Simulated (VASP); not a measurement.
SiNi: relaxation of cell and atoms with PBE

The system is SiNi.

```
CELL_PARAMETERS angstrom
2.46684 0.00000 0.00000
0.00000 2.46684 0.00000
0.00000 0.00000 3.99644
ATOMIC_POSITIONS crystal
Si 0.00000 0.00000 0.00000
Ni 0.50000 0.50000 0.50000
```

The cell was built from a structure type or drawn by symmetry, and may not be a known phase.

```json
{
  "Program": "VASP 6.6.1",
  "Task": "relaxation of cell and atoms",
  "Functional": "PBE",
  "Potentials or basis": "VASP PAW PBE potentials, release 64 (Si, Ni)",
  "Cutoff": "600 eV",
  "k mesh": "8 × 8 × 4",
  "Occupations": "gaussian, width 0.1 eV",
  "Spin": "collinear spin, ferromagnetic start",
  "Starting moments": "[0.0, 2.0] μB",
  "Dipole correction": "no",
  "Further INCAR settings": "ALGO = Normal; EDIFF = 1e-06; IBRION = 2; EDIFFG = -0.04; NSW = 90; ISIF = 3"
}
```

```
Relaxed volume                                        : 11.37 Å³/atom
Relaxed cell                                          : a = 2.613 Å, b = 2.613 Å, c = 3.330 Å, α = 90.00°, β = 90.00°, γ = 90.00°
Space group after relaxing (to 0.1 Å)                 : P4/mmm (No. 123)
Energy gained by relaxing                             : 222.0 meV/atom
Ionic steps                                           : 8
Pressure after relaxing                               : -0.1 GPa
Band gap on the k mesh                                : zero (filled and empty bands overlap)
Net moment                                            : 0.00 μB per cell
Valence electrons inside the program's atomic spheres : Si 1.56; Ni 9.51
```

Stress tensor (GPa, compression positive):
```
-0.01  0.00  0.00
 0.00 -0.01  0.00
 0.00  0.00 -0.30
```

The path:
| step | energy change (eV) | largest force (eV/Å) | pressure (GPa) | volume (Å³) |
| --- | --- | --- | --- | --- |
| 1 | 0.0000 | 0.0000 | -5.71 | 24.32 |
| 2 | -0.3456 | 0.0000 | 0.58 | 22.72 |
| 3 | -0.3966 | 0.0000 | 5.78 | 22.08 |
| 4 | -0.4022 | 0.0000 | 8.91 | 21.76 |
| 5 | -0.4311 | 0.0000 | -5.31 | 23.48 |
| 6 | -0.4431 | 0.0000 | -0.87 | 22.83 |
| 7 | -0.4431 | 0.0000 | -0.64 | 22.81 |
| 8 | -0.4439 | 0.0000 | -0.11 | 22.73 |

Final structure:
```yaml
crystal:
  lattice:
    - [2.61276, 0.00000, 0.00000]
    - [0.00000, 2.61276, 0.00000]
    - [0.00000, 0.00000, 3.32975]
  atoms:
    - { symbol: Si, position: [0.00000, 0.00000, 0.00000] }
    - { symbol: Ni, position: [0.50000, 0.50000, 0.50000] }
```

Levels at points of the mesh, in eV from the Fermi level:
Spin up:
| k point | band 3 | band 4 | band 5 | band 6 | band 7 | band 8 | band 9 | band 10 | band 11 | band 12 |
| --- | --- | --- | --- | --- | --- | --- | --- | --- | --- | --- |
| (0.00, 0.00, 0.00) | -3.86 | -2.13 | -2.13 | -1.95 | -1.58 | 4.04 | 5.49 | 5.49 | 7.43 | 12.55 |
| (0.50, 0.00, 0.00) | -4.26 | -3.38 | -2.45 | -1.95 | -0.66 | 4.71 | 4.98 | 5.12 | 9.94 | 10.00 |
| (0.50, 0.50, 0.00) | -4.35 | -3.78 | -3.33 | -3.33 | -1.01 | 0.81 | 2.15 | 5.15 | 10.57 | 10.57 |
| (0.00, 0.00, 0.50) | -3.63 | -2.51 | -2.51 | -2.37 | -1.56 | 6.85 | 8.15 | 8.15 | 11.19 | 11.40 |
| (0.50, 0.00, 0.50) | -4.75 | -4.29 | -2.37 | -2.19 | -2.04 | -0.17 | 0.87 | 9.95 | 12.92 | 14.37 |
| (0.50, 0.50, 0.50) | -5.37 | -1.83 | -1.63 | -1.01 | 0.69 | 1.47 | 1.47 | 1.53 | 1.53 | 4.03 |
Spin down:
| k point | band 4 | band 5 | band 6 | band 7 | band 8 | band 9 | band 10 | band 11 |
| --- | --- | --- | --- | --- | --- | --- | --- | --- |
| (0.00, 0.00, 0.00) | -2.13 | -2.13 | -1.95 | -1.58 | 4.04 | 5.49 | 5.49 | 7.43 |
| (0.50, 0.00, 0.00) | -3.38 | -2.45 | -1.95 | -0.66 | 4.71 | 4.98 | 5.12 | 9.94 |
| (0.50, 0.50, 0.00) | -3.78 | -3.33 | -3.33 | -1.01 | 0.81 | 2.15 | 5.15 | 10.57 |
| (0.00, 0.00, 0.50) | -2.51 | -2.51 | -2.37 | -1.56 | 6.85 | 8.15 | 8.15 | 11.19 |
| (0.50, 0.00, 0.50) | -4.29 | -2.37 | -2.19 | -2.04 | -0.17 | 0.87 | 9.95 | 12.92 |
| (0.50, 0.50, 0.50) | -1.83 | -1.63 | -1.01 | 0.69 | 1.47 | 1.47 | 1.53 | 1.53 |

It took 71 s on 1 thread of Intel(R) Xeon(R) Platinum 8559C (Emerald Rapids), with other jobs on the host, peak memory 0.16 GiB.

Caveat: the k points lie up to 0.47 Å⁻¹ apart in the final cell, too coarse for converged energies and pressures of a metal; a cell axis changed by over 15 % at a fixed basis, so the end point is rough.
